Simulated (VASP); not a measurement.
MnSb:

```
Mn Sb
1.0
     4.15000    0.00000    0.00000
    -2.07500    3.59401    0.00000
     0.00000    0.00000    5.78000
Mn Sb
2 2
Cartesian
  0.0000 0.0000 0.0000
  0.0000 0.0000 2.8900
  0.0000 2.3960 1.4450
  2.0750 1.1980 4.3350
```

Program: VASP 6.6.1. Alike in all runs: task single point; potentials or basis VASP PAW PBE potentials, release 64 (Mn_pv, Sb); cell as given; k mesh 9 × 9 × 6; cutoff (eV) 520; smearing fermi-dirac 0.05 eV.

Question: Order these runs on this cell by their pressure, lowest first.
A. level PBE; spin off
B. level r2SCAN; spin off
C. level PBE; spin collinear, antiferromagnetic start

Answer: B (-18.2 GPa), A (-16.1 GPa), C (-3.6 GPa).

Caveats: the cell stands under tension; the PAW data sets were made with another functional, which shifts forces and pressure a little (at least some runs).
